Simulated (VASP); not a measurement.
Wanted: the native input for a VASP 6.6.1 run.

```
Task                   : single point
Functional             : PBE
Potentials or basis    : VASP PAW PBE potentials, release 64 (Ag, Cl)
Cutoff                 : 520 eV
k mesh                 : 8 × 8 × 8
Occupations            : gaussian, width 0.05 eV
Spin                   : no spin polarisation
Dipole correction      : no
Further INCAR settings : ALGO = Normal; EDIFF = 1e-07; NBANDS = 16
```

The structure of AgCl lies in POSCAR:

```
AgCl
1.0
    0.0000000000      2.6937819368      2.8060228508
    2.6937819368      0.0000000000      2.8060228508
    2.6937819368      2.6937819368      0.0000000000
Ag Cl
1 1
Direct
    0.5000000000      0.5000000000      0.5000000000
    0.0000000000      0.0000000000      0.0000000000
```

This cell differs from its parent crystal: strain -0.040 along x and y, +0.000 along z.

These files were run (other wordings do the same):

INCAR

```
SYSTEM = AgCl
PREC = Accurate ; ENCUT = 520
EDIFF = 1E-7 ; ISMEAR = 0
SIGMA = 0.05 ; LREAL = .False.
LASPH = .True. ; NELM = 60
ALGO = Normal ; ISIF = 2
LWAVE = .False. ; LCHARG = .True.
GGA = PE ; LELF = .True.
LVHAR = .True. ; NBANDS = 16
```

KPOINTS

```
Automatic mesh
0
Gamma
  8 8 8
  0 0 0
```

Potentials or basis: VASP PAW PBE potentials, release 64 (Ag, Cl).

Run with:

```sh
$ cat potpaw_PBE.64/Ag/POTCAR potpaw_PBE.64/Cl/POTCAR > POTCAR
$ mpirun -np 1 vasp_std > vasp.out
```

It gave:

```json
{"Pressure": "4.2 GPa", "Band gap on the k mesh": "0.77 eV, indirect (least direct gap 3.34 eV)"}
```

Caveat: the cell differs from its parent crystal (strain -0.040 along x and y, +0.000 along z).

It took 53 s on 1 thread of AMD EPYC 7R43 64-Core Processor (Zen 3) (shared host), peak memory 0.15 GiB.
